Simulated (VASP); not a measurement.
**SnO: single point with LDA**

SnO:

```
Sn O
1.0
     3.78810    0.00000    0.00000
     0.00000    3.78810    0.00000
     0.00000    0.00000    4.85411
Sn O
2 2
Direct
  0.50000 0.00000 0.76463
  0.00000 0.50000 0.23537
  0.00000 0.00000 0.00000
  0.50000 0.50000 0.00000
```

This cell differs from its parent crystal: volume scaled by 0.98.

```
Program             : VASP 6.6.1
Task                : single point
Functional          : LDA
Potentials or basis : VASP PAW LDA potentials, release 64 (Sn_d, O)
Cutoff              : 520 eV
k mesh              : 7 × 7 × 6
Occupations         : fermi-dirac, width 0.05 eV
Spin                : no spin polarisation
```

```yaml
Pressure: -1.1 GPa
Largest_force: 0.154 eV/Å
Band_gap_on_the_k_mesh: 0.38 eV, indirect (least direct gap 1.96 eV)
```

Forces in eV/Å, atoms in the order of the input:
```
Sn   0.000  0.000 -0.154
Sn   0.000  0.000  0.154
O    0.000  0.000  0.000
O    0.000  0.000  0.000
```

Levels at points of the mesh, in eV from the valence-band top:
```tsv
k point	band 18	band 19	band 20	band 21	band 22	band 23
(0.00, 0.00, 0.00)	-3.25	-3.25	0.00	2.07	4.13	4.79
(0.00, 0.00, 0.50)	-3.27	-3.11	-2.22	1.51	2.99	2.99
```

Wall time 24 s on 1 thread of Intel(R) Xeon(R) 6975P-C (Granite Rapids), on a shared host, peak memory 0.19 GiB.

Caveat: spin-orbit coupling is left out, which moves the levels of the heavy elements. A k mesh can miss the band edges.
